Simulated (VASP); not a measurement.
# HfN (P-6m2) in VASP: a series of runs, part 2 of 2

VASP 6.6.1. Earlier steps stand in the parts before.

## 4. Single point, r2SCAN

This run uses another cell than the first one, of 11.92 Å³/atom.

Contents of POSCAR:

```
HfN
1.0
    3.0854334487      0.0000000000      0.0000000000
   -1.5427167244      2.6720637483      0.0000000000
    0.0000000000      0.0000000000      2.8908649372
Hf N
1 1
Direct
    0.0000000000      0.0000000000      0.0000000000
    0.6666666667      0.3333333333      0.5000000000
```

Contents of INCAR.step1:

```
SYSTEM = HfN
PREC = Accurate
ENCUT = 520
ISMEAR = 0
SIGMA = 0.05
LREAL = .FALSE.
LASPH = .TRUE.
NELM = 80
NBANDS = 14
GGA = PE
ALGO = Normal
EDIFF = 1E-4
LWAVE = .TRUE.
LCHARG = .FALSE.
```

Contents of INCAR.step2:

```
SYSTEM = HfN
PREC = Accurate
ENCUT = 520
EDIFF = 1E-6
ISMEAR = 0
SIGMA = 0.05
LREAL = .FALSE.
LASPH = .TRUE.
NELM = 80
ALGO = Normal
ISIF = 2
LWAVE = .FALSE.
LCHARG = .FALSE.
METAGGA = R2SCAN
LMIXTAU = .TRUE.
NBANDS = 14
ISTART = 1
```

Contents of KPOINTS:

```
regular mesh
0
G
  12 12 12
  0 0 0
```

Potentials or basis: VASP PAW PBE potentials, release 64 (Hf_pv, N).

Launch:

```bash
$ cat potpaw_PBE.64/Hf_pv/POTCAR potpaw_PBE.64/N/POTCAR > POTCAR
$ cp INCAR.step1 INCAR
$ mpirun -np 1 vasp_std > vasp.out
$ cp INCAR.step2 INCAR
$ mpirun -np 1 vasp_std > vasp.out
```

OUTCAR:

```text
SYSTEM = HfN
   PREC = Accurate
   ENCUT = 520
   EDIFF = 1E-6
   ISMEAR = 0
   LREAL = .FALSE.
   LASPH = .TRUE.
   NELM = 80
   ISIF = 2
   METAGGA = R2SCAN
   ISTART = 1

 ion  position               nearest neighbor table
   1  0.000  0.000  0.000-   2 2.29   2 2.29   2 2.29   2 2.29   2 2.29   2 2.29
   2  0.667  0.333  0.500-   1 2.29   1 2.29   1 2.29   1 2.29   1 2.29   1 2.29

  LATTYP: Found a hexagonal cell.
 ALAT       =     3.0854334487
 C/A-ratio  =     0.9369396505

  Lattice vectors:

 A1 = (   3.0854334487,   0.0000000000,   0.0000000000)
 A2 = (  -1.5427167244,   2.6720637483,   0.0000000000)
 A3 = (   0.0000000000,   0.0000000000,   2.8908649372)

Analysis of symmetry for initial positions (statically):
=====================================================================
 Subroutine PRICEL returns:
 Original cell was already a primitive cell.

 Routine SETGRP: Setting up the symmetry group for a
 hexagonal supercell.

 Subroutine GETGRP returns: Found 12 space group operations
 (whereof 12 operations were pure point group operations)
 out of a pool of 24 trial point group operations.

The static configuration has the point symmetry D_3h.

Analysis of symmetry for dynamics (positions and initial velocities):
=====================================================================
 Subroutine PRICEL returns:
 Original cell was already a primitive cell.

 Routine SETGRP: Setting up the symmetry group for a
 hexagonal supercell.

 Subroutine GETGRP returns: Found 12 space group operations
 (whereof 12 operations were pure point group operations)
 out of a pool of 24 trial point group operations.

The dynamic configuration has the point symmetry D_3h.

 Subroutine INISYM returns: Found 12 space group operations
 (whereof 12 operations are pure point group operations),
 and found     1 'primitive' translations

----------------------------------------------------------------------------------------

                                     Primitive cell
[... 116 lines left out ...]
   METAGGA = R2SCAN    functional components
   LHFCALC =     F    Hartree Fock is set to
   AEXX    =    0.0000 exact exchange contribution
   IVDW    =     0    specifies the selected vdW correction
   LEPSILON=     F    determine dielectric tensor
   LRPA    =     F    only Hartree local field effects (RPA)
 non-spin polarized calculation
 Gauss-broadening in eV      SIGMA  =   0.05
  energy-cutoff  :      520.00
  volume of cell :       23.83
 maximum number of plane-waves:       660
 NGX is ok and might be reduce to    24
   NGX = 11   NGY = 11   NGZ = 11

 number of electron      14.9999999 magnetization

 Free energy of the ion-electron system (eV)
  ---------------------------------------------------
  ext. energy  EPLUGINS =         0.00000000
  ---------------------------------------------------
  free energy    TOTEN  =       -57.41931873 eV

  energy without entropy =      -57.41644473  energy(sigma->0) =      -57.41788173

 E-fermi :   6.9745     XC(G=0): -13.3236

 val. band max:        6.9629472797   @ k =   0.2500   0.0000   0.3333
 cond. band min:       6.9788283156   @ k =   0.4167   0.0000   0.2500
 fundamental gap:      0.0158810359
 Fermi energy:         6.9744907262

 k-point     1 :       0.0000    0.0000    0.0000
  band No.  band energies     occupation
      1     -24.4856      2.00000
      2     -24.4856      2.00000
      3     -24.2696      2.00000
      4     -10.2316      2.00000
      5       3.2447      2.00000
      6       3.2448      2.00000
      7       4.6631      2.00000
      8       5.1560      2.00000
      9       9.4459      0.00000
     10      12.1697      0.00000
     11      12.1697      0.00000
     12      13.2420      0.00000
     13      13.2420      0.00000
     14      19.0301      0.00000
[... 377 lines left out ...]
      1     -25.2098      2.00000
      2     -24.6353      2.00000
      3     -24.2529      2.00000
      4      -8.7621      2.00000
      5       0.5774      2.00000
      6       3.5067      2.00000
      7       4.1014      2.00000
      8       5.8311      2.00000
      9      11.0438      0.00000
     10      12.0179      0.00000
     11      13.1420      0.00000
     12      13.6343      0.00000
     13      14.8520      0.00000
     14      19.0307      0.00000

 [... further k-points ...]
[... 5 lines left out ...]
  --------------------------------------------------------------------------------------
  -------------------------------------------------------------------------------------
  Total       -0.3092606     -0.3092606     -0.3617628      0.0000000      0.0000000     -0.0000000
  in kB      -20.7895183    -20.7895183    -24.3188868      0.0000000      0.0000000     -0.0000000
  external PRESSURE =     -21.9659745 kB  Pullay stress =       0.0000000 kB

 VOLUME and BASIS-vectors are now :
 -----------------------------------------------------------------------------
  energy-cutoff  :      520.00
  volume of cell :       23.83
      direct lattice vectors                 reciprocal lattice vectors
     3.085433449  0.000000000  0.000000000     0.324103571  0.187121284  0.000000000
    -1.542716724  2.672063748  0.000000000     0.000000000  0.374242568  0.000000000
     0.000000000  0.000000000  2.890864937     0.000000000  0.000000000  0.345917233

 POSITION                                       TOTAL-FORCE (eV/Angst)
 -----------------------------------------------------------------------------------
      0.00000      0.00000      0.00000         0.000000     -0.000000      0.000000
      1.54272      0.89069      1.44543        -0.000000      0.000000      0.000000
 -----------------------------------------------------------------------------------
    total drift:                               -0.000000      0.000000      0.000000

  FREE ENERGIE OF THE ION-ELECTRON SYSTEM (eV)
  ---------------------------------------------------
  free  energy   TOTEN  =       -57.4193187333 eV

  energy  without entropy=      -57.4164447262  energy(sigma->0) =      -57.41788173
```

OSZICAR.step1:

```text
N       E                     dE             d eps       ncg     rms          rms(c)
DAV:   1     0.388728799232E+02    0.38873E+02   -0.78460E+03  3732   0.101E+03
DAV:   2    -0.218700720722E+02   -0.60743E+02   -0.56961E+02  4752   0.233E+02
DAV:   3    -0.239077201751E+02   -0.20376E+01   -0.20292E+01  4480   0.354E+01
DAV:   4    -0.239162066996E+02   -0.84865E-02   -0.84843E-02  4408   0.265E+00
DAV:   5    -0.239162678099E+02   -0.61110E-04   -0.61109E-04  4534   0.192E-01    0.480E+01
DAV:   6    -0.210839812762E+02    0.28323E+01   -0.68252E+00  4216   0.214E+01    0.397E+01
DAV:   7    -0.209984902657E+02    0.85491E-01   -0.46131E-01  4894   0.614E+00    0.247E+01
DAV:   8    -0.209775003620E+02    0.20990E-01   -0.12072E-01  4912   0.290E+00    0.544E+00
DAV:   9    -0.209717947361E+02    0.57056E-02   -0.15173E-02  4150   0.966E-01    0.165E+00
DAV:  10    -0.209717623548E+02    0.32381E-04   -0.10097E-03  5026   0.302E-01    0.483E-01
DAV:  11    -0.209717114525E+02    0.50902E-04   -0.93669E-05  2772   0.987E-02
   1 F= -.20971711E+02 E0= -.20970402E+02  d E =-.261849E-02
```

It took 2.3 min on 1 thread of Intel Xeon 8259CL, shared host; peak memory 0.18 GiB.

What came out:

```yaml
Free_energy: -57.4193 eV
Pressure: -2.2 GPa
Band_gap_on_the_k_mesh: zero (an odd number of electrons rules out a gap without spin polarisation)
```

Caveat: the PAW data sets were made with another functional, which shifts forces and pressure a little; spin-orbit coupling is left out, which moves the levels of the heavy elements.

## 5. Single point, r2SCAN+D3(BJ)

This run uses another cell than the first one, of 11.92 Å³/atom.

POSCAR is that of step 4.

Contents of INCAR.step1:

```
PREC = Accurate ; ENCUT = 520
ISMEAR = 0 ; SIGMA = 0.05
LREAL = False ; LASPH = True
NELM = 80 ; NBANDS = 14
GGA = PE ; ALGO = Normal
EDIFF = 1E-4 ; LWAVE = True
LCHARG = False
```

Contents of INCAR.step2:

```
PREC = Accurate ; ENCUT = 520
EDIFF = 1E-6 ; ISMEAR = 0
SIGMA = 0.05 ; LREAL = False
LASPH = True ; NELM = 80
ALGO = Normal ; ISIF = 2
LWAVE = False ; LCHARG = False
METAGGA = R2SCAN ; LMIXTAU = True
IVDW = 12 ; VDW_S6 = 1.0
VDW_S8 = 0.78981345 ; VDW_A1 = 0.49484001
VDW_A2 = 5.73083694 ; NBANDS = 14
ISTART = 1
```

Contents of KPOINTS:

```
Automatic mesh
0
Gamma
  12 12 12
```

Launch:

```bash
$ cat potpaw_PBE.64/Hf_pv/POTCAR potpaw_PBE.64/N/POTCAR > POTCAR
$ cp INCAR.step1 INCAR
$ mpirun -np 1 vasp_std > vasp.out
$ cp INCAR.step2 INCAR
$ mpirun -np 1 vasp_std > vasp.out
```

Wall time 2 min (1 thread of Intel Xeon 8259CL, shared host); peak memory 0.19 GiB.

Results (log left out):

```yaml
Free_energy: -57.7728 eV
Pressure: -4.6 GPa
Band_gap_on_the_k_mesh: zero (an odd number of electrons rules out a gap without spin polarisation)
Dispersion_energy_per_atom: -0.177 eV
```

Stress tensor (GPa, compression positive):
```
-4.47  0.00  0.00
 0.00 -4.47  0.00
 0.00  0.00 -4.86
```

Levels at points of the mesh, in eV from the Fermi level:
```
           k point  band 3  band 4  band 5  band 6  band 7  band 8  band 9  band 10  band 11  band 12
(0.00, 0.00, 0.00)  -31.24  -17.21   -3.73   -3.73   -2.31   -1.82    2.47     5.20     5.20     6.27
(0.50, 0.00, 0.00)  -31.12  -15.29   -7.01   -3.57   -2.50   -1.76    5.08     5.33     6.73     7.01
(0.00, 0.00, 0.50)  -31.35  -14.75   -8.06   -2.92   -2.92    1.69    1.69     4.04     4.69     4.69
(0.50, 0.00, 0.50)  -31.54  -15.47   -6.10   -4.99   -4.63    0.78    5.44     6.88     8.23     8.50
```

Caveat: the cell stands under tension; the PAW data sets were made with another functional, which shifts forces and pressure a little; spin-orbit coupling is left out, which moves the levels of the heavy elements.

## 6. The runs side by side

| level | cell | gap on the mesh (eV) | pressure (GPa) |
| --- | --- | --- | --- |
| r2SCAN | a = 3.075, b = 3.075, c = 2.883 Å, angles 90.0, 90.0, 120.0°, 2 atoms | none | 0.2 |
| r2SCAN | a = 3.085, b = 3.085, c = 2.891 Å, angles 90.0, 90.0, 120.0°, 2 atoms | none | -2.2 |
| r2SCAN+D3(BJ) | a = 3.085, b = 3.085, c = 2.891 Å, angles 90.0, 90.0, 120.0°, 2 atoms | none | -4.6 |

Alike in all rows: task single point; potentials or basis VASP PAW PBE potentials, release 64 (Hf_pv, N); no spin polarisation; k mesh 12 × 12 × 12; cutoff (eV) 520; smearing gaussian 0.05 eV.

Caveats: the PAW data sets were made with another functional, which shifts forces and pressure a little; spin-orbit coupling is left out, which moves the levels of the heavy elements; the cell stands under tension (at least some runs).

Total energies depend on the potentials used, so only differences within one code and one set of settings carry meaning.
